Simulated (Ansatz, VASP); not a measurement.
**LaPt3 in VASP and in Ansatz**

Contents of INCAR:

```
ALGO = Normal
EDIFF = 1E-8
ENCUT = 400
GGA = CA
GGA_COMPAT = False
ISIF = 2
ISMEAR = -1
LASPH = True
LCHARG = False
LEFG = True
LMAXMIX = 6
LREAL = False
LWAVE = False
NBANDS = 28
NELM = 200
PREC = Accurate
SIGMA = 0.08
```

The input KPOINTS:

```
k-points
0
Gamma
  10 10 10
```

POSCAR

```
LaPt3
1.0
    4.2144337600      0.0000000000      0.0000000000
    0.0000000000      4.2144337600      0.0000000000
    0.0000000000      0.0000000000      4.2144337600
La Pt
1 3
Direct
    0.0000000000      0.0000000000      0.0000000000
    0.0000000000      0.5000000000      0.5000000000
    0.5000000000      0.5000000000      0.0000000000
    0.5000000000      0.0000000000      0.5000000000
```

Input for Ansatz:

```yaml
crystal:
  lattice:
    - [4.21443376, 0.0, 0.0]
    - [0.0, 4.21443376, 0.0]
    - [0.0, 0.0, 4.21443376]
  atoms:
    - { symbol: La, position: [0.0, 0.0, 0.0] }
    - { symbol: Pt, position: [0.0, 0.5, 0.5] }
    - { symbol: Pt, position: [0.5, 0.5, 0.0] }
    - { symbol: Pt, position: [0.5, 0.0, 0.5] }
kpoints:
  mp_grid: { grid: [10, 10, 10] }
  band_path:
    path:
      - [0.0, 0.0, 0.0]
      - [0.0, 0.5, 0.0]
      - [0.5, 0.5, 0.0]
      - [0.0, 0.0, 0.0]
      - [0.5, 0.5, 0.5]
      - [0.0, 0.5, 0.0]
      - [0.5, 0.5, 0.5]
      - [0.5, 0.5, 0.0]
    npoints: 8
scf:
  occupations: { method: fermi_dirac, width: 0.08 }
hamiltonian:
  xc: lda
  pseudopotentials: { kind: all_electron, datasets: crystal }
output:
  forces: true
  stress: true
  eigenvalues: true
  efg: { contact_densities: true }
```

Alike in both runs: task electric field gradients; functional LDA; k mesh 10 × 10 × 10; occupations fermi-dirac, width 0.08 eV; no spin polarisation.

|  | VASP | Ansatz |
| --- | --- | --- |
| version | VASP 6.6.1 | Ansatz 0.2.0 |
| potentials or method | VASP PAW LDA potentials, release 64 (La, Pt), cutoff 400 eV | all-electron PAW with datasets made for the crystal, scalar-relativistic |

|  | VASP | Ansatz | Ansatz less VASP |
| --- | --- | --- | --- |
| pressure (GPa) | -8.4 | -8.7 | -0.25 |
| size of Vzz on the site where it differs most (V/Å²) | 101.5 | 106.9 | +5.39 |

LDA's correlation is that of Perdew and Zunger in VASP and of Perdew and Wang (1992) in Ansatz. Ansatz ran all-electron here, and VASP with PAW potentials.

Neither program's run includes spin-orbit coupling.
